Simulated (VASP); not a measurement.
Here is a VASP 6.6.1 calculation.

Contents of INCAR:

```
SYSTEM = TiCo
PREC = Accurate
ENCUT = 520
EDIFF = 1E-7
ISMEAR = -1
SIGMA = 0.13605693122994
LREAL = .FALSE.
LASPH = .TRUE.
NELM = 150
ALGO = Normal
ISIF = 2
LWAVE = .FALSE.
LCHARG = .FALSE.
ISPIN = 2
MAGMOM = 0 0.6
LORBIT = 11
LMAXMIX = 4
NBANDS = 22
```

File KPOINTS:

```
regular mesh
0
G
  7 7 7
  0 0 0
```

Contents of POSCAR:

```
TiCo
1.0
    2.9861109900      0.0000000000      0.0000000000
    0.0000000000      2.9861109900      0.0000000000
    0.0000000000      0.0000000000      2.9861109900
Ti Co
1 1
Direct
    0.0000000000      0.0000000000      0.0000000000
    0.5000000000      0.5000000000      0.5000000000
```

Potentials or basis: VASP PAW LDA potentials, release 64 (Ti_sv, Co).

The run is started by

```console
$ cat potpaw_LDA.64/Ti_sv/POTCAR potpaw_LDA.64/Co/POTCAR > POTCAR
$ mpirun -np 1 vasp_std > vasp.out
```

Q: Predict the net moment.

A: 0.00 μB per cell.

Q: Estimate the pressure.

A: -14.7 GPa.
